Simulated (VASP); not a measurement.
SiGe:

```
CELL_PARAMETERS angstrom
5.55000 0.00000 0.00000
0.00000 5.55000 0.00000
0.00000 0.00000 5.55000
ATOMIC_POSITIONS crystal
Si 0.00000 0.00000 0.00000
Si 0.00000 0.50000 0.50000
Si 0.25000 0.25000 0.25000
Si 0.75000 0.25000 0.75000
Ge 0.50000 0.00000 0.50000
Ge 0.50000 0.50000 0.00000
Ge 0.25000 0.75000 0.75000
Ge 0.75000 0.75000 0.25000
```

- Program: VASP 6.6.1
- Task: relaxation of volume and atoms at fixed shape
- Functional: LDA
- Potentials or basis: VASP PAW LDA potentials, release 64 (Si, Ge_d)
- Cutoff: 600 eV
- k mesh: 6 × 6 × 6
- Occupations: gaussian, width 0.02 eV
- Spin: no spin polarisation

At the start: pressure -2.0 GPa; volume 21.37 Å³/atom.

Question: How do energy, volume and symmetry change on relaxing?

Answer: Over 6 steps the energy falls by 10.1 meV/atom and the volume is 20.85 Å³/atom (-2.4 %); space group P4_122 (No. 91, to 0.1 Å) before and after.

The path:
```tsv
step	energy change (eV)	largest force (eV/Å)	pressure (GPa)	volume (Å³)
1	0.0000	0.4793	-1.96	170.95
2	-0.0694	0.1290	1.09	164.57
3	-0.0707	0.1656	0.78	165.28
4	-0.0805	0.0175	0.15	166.71
5	-0.0805	0.0190	0.02	166.71
6	-0.0806	0.0034	-0.07	166.77
```

Final structure:
```xyz
8
Lattice="5.5043 0.0000 0.0000 0.0000 5.5043 0.0000 0.0000 0.0000 5.5043" Properties=species:S:1:pos:R:3 pbc="T T T"
Si    0.0000    0.0281    0.0000
Si    0.0000    2.7240    2.7522
Si    1.3479    1.3761    1.3761
Si    4.1564    1.3761    4.1282
Ge    2.7522    0.0307    2.7522
Ge    2.7522    2.7214    0.0000
Ge    1.3453    4.1282    4.1282
Ge    4.1590    4.1282    1.3761
```
